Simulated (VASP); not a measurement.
# AlN (P1) in VASP: single point with PBE

Aim: the single point of AlN with PBE.

Everything below comes from runs of VASP 6.6.1. Logs are shortened: lines on timing, memory, paths and dates and some standing lists are left out, and cuts for length are marked.

**1. The cell of the first run**

The typed cell holds 72 atoms: a = 9.386 Å, b = 9.386 Å, c = 10.034 Å, α = 90.00°, β = 90.00°, γ = 120.00°.

**2. Single point, PBE**

INCAR reads:

```
SYSTEM = AlN
PREC = Accurate
ENCUT = 600
EDIFF = 1E-6
ISMEAR = 0
SIGMA = 0.01
LREAL = Auto
LASPH = .TRUE.
NELM = 120
ALGO = Normal
ISIF = 2
LWAVE = .FALSE.
LCHARG = .FALSE.
GGA = PE
NBANDS = 186
GGA_COMPAT = .FALSE.
KPAR = 4
```

KPOINTS reads:

```
regular mesh
0
G
  3 3 2
  0 0 0
```

POSCAR reads:

```
AlN
1.0
    9.3857640000      0.0000000000      0.0000000000
   -4.6928820000      8.1283110000      0.0000000000
    0.0000000000      0.0000000000     10.0339100000
Al N
36 36
Direct
    0.2226260000      0.1164380000      0.2459310000
    0.1153400000      0.2211180000      0.4986010000
    0.2247280000      0.1069610000      0.7481810000
    0.1092440000      0.2165440000      0.9936300000
    0.2218840000      0.4454590000      0.2526380000
    0.1075050000      0.5538520000      0.4916100000
    0.2236200000      0.4431130000      0.7514750000
    0.1133590000      0.5600110000      0.9987250000
    0.2142550000      0.7731160000      0.2458440000
    0.1021920000      0.8969960000      0.4900430000
    0.2215610000      0.7749180000      0.7521970000
    0.1062630000      0.8885530000      1.0010520000
    0.5535700000      0.1181290000      0.2504790000
    0.4435260000      0.2212500000      0.4988470000
    0.5549310000      0.1126980000      0.7488280000
    0.4438130000      0.2236390000      1.0035040000
    0.5588620000      0.4419340000      0.2449620000
    0.4457160000      0.5520090000      0.4954280000
    0.5558360000      0.4480410000      0.7544340000
    0.4437250000      0.5549380000      0.9994620000
    0.5522290000      0.7743520000      0.2480460000
    0.4408560000      0.8870250000      0.4933560000
    0.5524290000      0.7757190000      0.7473780000
    0.4472290000      0.8849850000      1.0035730000
    0.8877760000      0.1139220000      0.2506200000
    0.7748080000      0.2239690000      0.5035790000
    0.8904870000      0.1090650000      0.7466490000
    0.7830610000      0.2257220000      0.9967540000
    0.8902850000      0.4475930000      0.2516540000
    0.7720600000      0.5569130000      0.4962010000
    0.8850590000      0.4465570000      0.7516820000
    0.7765900000      0.5657610000      0.9999230000
    0.8886610000      0.7696670000      0.2471360000
    0.7733730000      0.8879440000      0.5031760000
    0.8942790000      0.7740450000      0.7571820000
    0.7735980000      0.8934050000      0.9965610000
    0.2303190000      0.1117820000      0.4401850000
    0.1142200000      0.2270250000      0.1902340000
    0.2152890000      0.1100940000      0.9396690000
    0.1097460000      0.2225170000      0.6850320000
    0.2200760000      0.4350830000      0.4346980000
    0.1158050000      0.5461730000      0.1935400000
    0.2196980000      0.4418680000      0.9364240000
    0.1109200000      0.5522070000      0.6946160000
    0.2210150000      0.7755390000      0.4469580000
    0.1026500000      0.8934570000      0.1874410000
    0.2300650000      0.7675270000      0.9464360000
    0.1151510000      0.8868280000      0.6915720000
    0.5548030000      0.1073650000      0.4485620000
    0.4363000000      0.2068550000      0.1898670000
    0.5536460000      0.1095220000      0.9480920000
    0.4467030000      0.2180230000      0.6996210000
    0.5500320000      0.4422870000      0.4447720000
    0.4425970000      0.5493790000      0.1930230000
    0.5507200000      0.4472950000      0.9458270000
    0.4451850000      0.5545440000      0.6893200000
    0.5570480000      0.7779870000      0.4357620000
    0.4346500000      0.8888560000      0.1947570000
    0.5542640000      0.7817190000      0.9404860000
    0.4434580000      0.8825890000      0.6876170000
    0.8882560000      0.1092400000      0.4387870000
    0.7812320000      0.2245170000      0.1866500000
    0.8892270000      0.1132480000      0.9378070000
    0.7772640000      0.2250640000      0.6832240000
    0.8913180000      0.4470210000      0.4412190000
    0.7745160000      0.5530370000      0.1937610000
    0.8980370000      0.4358520000      0.9314120000
    0.7819620000      0.5582670000      0.6891120000
    0.8891150000      0.7793620000      0.4375730000
    0.7759240000      0.8893670000      0.1892310000
    0.8959130000      0.7783590000      0.9419440000
    0.7809510000      0.8861830000      0.6862030000
```

Potentials or basis: VASP PAW PBE potentials, release 64 (Al, N).

Started as:

```sh
$ cat potpaw_PBE.64/Al/POTCAR potpaw_PBE.64/N/POTCAR > POTCAR
$ mpirun -np 4 vasp_std > vasp.out
```

OUTCAR:

```text
SYSTEM = AlN
   PREC = Accurate
   ENCUT = 600
   EDIFF = 1E-6
   ISMEAR = 0
   LREAL = Auto
   LASPH = .TRUE.
   NELM = 120
   ISIF = 2
   GGA = PE

 ion  position               nearest neighbor table
   1  0.223  0.116  0.246-  50 1.83  38 1.87  46 1.91  37 1.95  16 3.02  10 3.03   2 3.07   4 3.07
                            12 3.08   5 3.09  13 3.10  17 3.11  14 3.11  25 3.13   9 3.18  33 3.20
   2  0.115  0.221  0.499-  41 1.85  40 1.87  37 1.92  61 1.94  10 2.98   1 3.07   5 3.07  14 3.08
                            27 3.09   3 3.09  25 3.10  18 3.10   7 3.11   6 3.16  34 3.17  26 3.21
   3  0.225  0.107  0.748-  52 1.87  48 1.88  39 1.92  40 1.98   4 3.07  14 3.07  15 3.07   2 3.09
                            12 3.10  11 3.10  10 3.11  35 3.11  16 3.12  27 3.15  19 3.16   7 3.16
   4  0.109  0.217  0.994-  39 1.81  63 1.88  43 1.92  38 1.97   7 3.05  27 3.05  12 3.07   3 3.07
                             1 3.07  36 3.09  28 3.11  16 3.11  25 3.15  20 3.16   5 3.20   8 3.20
   5  0.222  0.445  0.253-  42 1.78  41 1.83  38 1.88  54 1.89   6 3.00  18 3.04   2 3.07   1 3.09
                            21 3.09   9 3.11  20 3.12  29 3.12  25 3.12   8 3.13  17 3.18   4 3.20
   6  0.108  0.554  0.492-  65 1.83  45 1.86  41 1.97  44 2.04  29 2.99   5 3.00   9 3.04  26 3.11
                            22 3.13   2 3.16  30 3.16  11 3.17  31 3.17  18 3.18   7 3.19  10 3.25
   7  0.224  0.443  0.751-  43 1.86  44 1.89  56 1.91  40 1.91   4 3.05  20 3.06   8 3.09  19 3.10
                            23 3.10   2 3.11  11 3.12  27 3.13  18 3.14   3 3.16   6 3.19  31 3.19
   8  0.113  0.560  0.999-  47 1.77  67 1.88  43 1.93  42 1.96   9 3.03  11 3.03   7 3.09  24 3.09
                            31 3.10  12 3.12  28 3.12  29 3.12  20 3.12   5 3.13  32 3.19   4 3.20
   9  0.214  0.773  0.246-  58 1.86  42 1.92  46 1.97  45 2.02   8 3.03  33 3.04   6 3.04  29 3.05
[... 89 lines left out ...]
  71  0.896  0.778  0.942-  12 1.81  32 1.83  35 1.85  36 2.01
  72  0.781  0.886  0.686-  34 1.84  27 1.91  23 1.96  35 1.97

  LATTYP: Found a hexagonal cell.
 ALAT       =     9.3857640000
 C/A-ratio  =     1.0690562857

  Lattice vectors:

 A1 = (   9.3857640000,   0.0000000000,   0.0000000000)
 A2 = (  -4.6928820000,   8.1283110000,   0.0000000000)
 A3 = (   0.0000000000,   0.0000000000,  10.0339100000)

Analysis of symmetry for initial positions (statically):
=====================================================================
 Subroutine PRICEL returns:
 Original cell was already a primitive cell.

 Routine SETGRP: Setting up the symmetry group for a
 hexagonal supercell.

 Subroutine GETGRP returns: Found  1 space group operations
 (whereof  1 operations were pure point group operations)
 out of a pool of 24 trial point group operations.

The static configuration has the point symmetry C_1 .

Analysis of symmetry for dynamics (positions and initial velocities):
=====================================================================
 Subroutine PRICEL returns:
 Original cell was already a primitive cell.

[... 248 lines left out ...]
   EFERMI_NEDOS =   21; number of points for ismear=-14 and -15
   IALGO  =     38    algorithm
   IMIX   =      4    mixing-type and parameters
     AMIX     =   0.40;   BMIX     =  1.00
     AMIX_MAG =   1.60;   BMIX_MAG =  1.00
  volume/ion in A,a.u.               =      10.63        71.75
  Fermi-wavevector in a.u.,A,eV,Ry     =   1.181841  2.233355 19.003903  1.396747
  Thomas-Fermi vector in A             =   2.318106
   LORBIT       =      0    0 simple, 1 ext, 2 COOP (PROOUT), +10 PAW based schemes
   GGA     = PE    functional components
   LHFCALC =     F    Hartree Fock is set to
   AEXX    =    0.0000 exact exchange contribution
   IVDW    =     0    specifies the selected vdW correction
   LEPSILON=     F    determine dielectric tensor
   LRPA    =     F    only Hartree local field effects (RPA)
 non-spin polarized calculation
 Gauss-broadening in eV      SIGMA  =   0.01
  energy-cutoff  :      600.00
  volume of cell :      765.49
 maximum number of plane-waves:     25619
 NGX is ok and might be reduce to    80
   NGX = 37   NGY = 37   NGZ = 41

 number of electron     288.0000001 magnetization

 Free energy of the ion-electron system (eV)
  ---------------------------------------------------
  ext. energy  EPLUGINS =         0.00000000
  ---------------------------------------------------
  free energy    TOTEN  =      -532.46802164 eV

  energy without entropy =     -532.46802164  energy(sigma->0) =     -532.46802164

 E-fermi :   6.2344     XC(G=0): -10.8324

 val. band max:        6.1429356009   @ k =   0.0000   0.0000   0.0000
 cond. band min:       9.9122916579   @ k =   0.0000   0.0000   0.0000
 fundamental gap:      3.7693560570
 Fermi energy:         6.2344219504

 k-point     1 :       0.0000    0.0000    0.0000
  band No.  band energies     occupation
      1      -9.2099      2.00000
      2      -8.4272      2.00000
      3      -8.3444      2.00000
      4      -8.1872      2.00000
      5      -8.1148      2.00000
      6      -8.0645      2.00000
[... 1579 lines left out ...]
    155      11.9522      0.00000
    156      11.9889      0.00000
 [bands above 156 left out]

------------------------ aborting loop because EDIFF is reached ----------------------------------------

  FORCE on cell =-STRESS in cart. coord.  units (eV):
  Direction    XX          YY          ZZ          XY          YZ          ZX
  --------------------------------------------------------------------------------------
  -------------------------------------------------------------------------------------
  Total        8.2400333      7.6007476      1.8211827      2.6600271     -2.3127354      2.5962389
  in kB       17.2464378     15.9084091      3.8117461      5.5674522     -4.8405686      5.4339432
  external PRESSURE =      12.3221977 kB  Pullay stress =       0.0000000 kB

 VOLUME and BASIS-vectors are now :
 -----------------------------------------------------------------------------
  energy-cutoff  :      600.00
  volume of cell :      765.49
      direct lattice vectors                 reciprocal lattice vectors
     9.385764000  0.000000000  0.000000000     0.106544337  0.061513394  0.000000000
    -4.692882000  8.128311000  0.000000000     0.000000000  0.123026789  0.000000000
     0.000000000  0.000000000 10.033910000     0.000000000  0.000000000  0.099662046

 POSITION                                       TOTAL-FORCE (eV/Angst)
 -----------------------------------------------------------------------------------
      1.54309      0.94644      2.46765        -0.680693     -0.636076      0.555752
      0.04487      1.79732      5.00292        -0.867321     -0.246645     -0.263494
      1.60729      0.86941      7.50718        -0.813180      0.290506      0.123568
      0.00912      1.76014      9.96999        -0.837208      1.404348      1.080474
     -0.00794      3.62083      2.53495         1.295088     -1.091959     -0.541668
     -1.59015      4.50188      4.93277         1.131467      0.066884      1.905819
[... 64 lines left out ...]
      4.75608      6.32674      9.45138        -1.677445     -0.052261      0.009533
      3.17107      7.20317      6.88530        -0.157028     -0.251463      1.590845
 -----------------------------------------------------------------------------------
    total drift:                                0.006909     -0.012916      0.009582

  FREE ENERGIE OF THE ION-ELECTRON SYSTEM (eV)
  ---------------------------------------------------
  free  energy   TOTEN  =      -532.4680216447 eV

  energy  without entropy=     -532.4680216447  energy(sigma->0) =     -532.46802164
```

Run time: 24 min. Hardware: 4 MPI ranks of Intel Xeon Platinum 8259CL at 2.50GHz (Skylake/Cascade Lake), shared host; peak memory 1.7 GiB.

Results:

```
Free energy            : -532.4680 eV
Pressure               : 1.2 GPa
Largest force          : 3.327 eV/Å
Band gap on the k mesh : 3.77 eV
```

Forces on the atoms (eV/Å):
```
Al  -0.681 -0.636  0.556
Al  -0.867 -0.247 -0.263
Al  -0.813  0.291  0.124
Al  -0.837  1.404  1.080
Al   1.295 -1.092 -0.542
Al   1.131  0.067  1.906
Al  -0.646  0.056 -0.731
Al   0.803 -2.378  0.266
Al   0.282  0.438  0.857
Al   2.418 -1.404  1.709
Al   0.731 -0.401 -0.541
Al   1.902  0.543 -0.169
Al   2.024 -1.735  0.449
Al   0.797 -0.130  1.189
Al   1.246 -1.212  0.535
Al  -0.037 -0.866 -0.930
Al  -1.552 -0.712  0.926
Al  -1.507  0.764  0.518
Al   0.360 -0.528 -0.697
Al  -1.453  0.268  0.430
Al  -0.061  0.541 -0.011
Al   0.447 -0.508  0.957
Al   0.352  0.255 -0.086
Al  -0.985  1.099  0.428
Al   0.583 -0.392 -0.159
Al   0.955 -0.224 -1.204
Al  -0.592  0.450 -0.388
Al  -0.610 -0.705  0.373
Al   0.833 -1.043 -0.215
Al   1.059  0.119  0.737
Al   1.530 -0.480 -1.460
Al   1.040 -1.964  0.030
Al  -1.751  1.770  0.492
Al   0.303  0.278 -1.296
Al  -0.379  0.736 -1.819
Al   0.705 -0.029  0.730
N   -1.188  0.289 -0.668
N   -0.280 -0.670 -0.523
N    1.592 -0.469 -0.098
N    0.980 -0.399  0.740
N   -0.148  1.256  1.207
N   -2.645  1.695 -0.819
N    0.690  0.075  0.950
N   -0.301  0.139 -1.004
N   -1.247  0.330 -1.790
N    1.320 -0.809  0.488
N   -2.023  2.291 -0.718
N   -0.811  0.160 -0.213
N   -0.514  1.085 -1.520
N   -0.498  2.658 -0.051
N    0.216  0.342 -0.975
N   -1.106  1.364 -1.166
N    1.351 -0.431 -1.337
N    0.267  0.509 -0.580
N    1.439 -0.135 -0.304
N    0.147 -0.125 -0.064
N   -0.281 -0.567  0.574
N    1.240 -0.011 -0.139
N    1.146 -1.044 -0.350
N   -0.347  0.899  0.250
N   -0.066  0.281  0.498
N   -0.942  0.298  0.629
N    0.141 -0.685 -0.401
N    0.142 -0.415  2.044
N   -1.377 -0.403 -0.572
N    0.840 -0.066 -1.041
N   -2.125  1.702  1.913
N   -1.081 -0.238  0.386
N   -0.915 -0.617 -0.293
N    0.191 -0.379 -0.435
N   -1.677 -0.052  0.010
N   -0.157 -0.251  1.591
```

Caveat: forces of over 1 eV/Å act on the atoms, so gaps and moduli don't describe the material at rest.
